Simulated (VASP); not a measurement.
Crystal: NaF.

```
Na F
1.0
     2.86480    0.00000    0.00000
     0.00000    2.86480    0.00000
     0.00000    0.00000    2.86480
Na F
1 1
Direct
  0.00000 0.00000 0.00000
  0.50000 0.50000 0.50000
```

```yaml
Program: VASP 6.6.1
Task: relaxation of cell and atoms
Functional: LDA
Potentials_or_basis: VASP PAW LDA potentials, release 64 (Na_pv, F)
Cutoff: 600 eV
k_mesh: 8 × 8 × 8
Occupations: fermi-dirac, width 0.02 eV
Spin: no spin polarisation
```

At the start: pressure -6.9 GPa; volume 11.76 Å³/atom.

Task: How do energy, volume and symmetry change on relaxing?

Result: Over 15 steps the energy falls by 38.3 meV/atom and the volume is 10.22 Å³/atom (-13.0 %); space group Pm-3m (No. 221, to 0.05 Å).

The path:
| step | energy change (eV) | largest force (eV/Å) | pressure (GPa) | volume (Å³) |
| --- | --- | --- | --- | --- |
| 1 | 0.0000 | 0.0000 | -6.94 | 23.51 |
| 2 | -0.0585 | 0.0000 | -3.89 | 21.82 |
| 3 | -0.0763 | 0.0000 | -0.51 | 20.59 |
| 4 | -0.0765 | 0.0000 | 0.08 | 20.42 |
| 5 | -0.0765 | 0.0000 | -0.20 | 20.48 |
| 6 | -0.0765 | 0.0000 | -0.18 | 20.48 |
| 7 | -0.0765 | 0.0000 | -0.15 | 20.47 |
| 8 | -0.0765 | 0.0000 | -0.14 | 20.47 |
| 9 | -0.0765 | 0.0000 | -0.14 | 20.47 |
| 10 | -0.0765 | 0.0000 | -0.15 | 20.47 |
| 11 | -0.0765 | 0.0000 | -0.15 | 20.47 |
| 12 | -0.0765 | 0.0000 | -0.15 | 20.47 |
| 13 | -0.0765 | 0.0000 | -0.12 | 20.47 |
| 14 | -0.0765 | 0.0000 | -0.11 | 20.46 |
| 15 | -0.0765 | 0.0000 | -0.04 | 20.45 |

Final structure:
```
CELL_PARAMETERS angstrom
2.73457 0.00000 0.00000
0.00000 2.73457 0.00000
0.00000 0.00000 2.73457
ATOMIC_POSITIONS crystal
Na 0.00000 0.00000 0.00000
F 0.50000 0.50000 0.50000
```
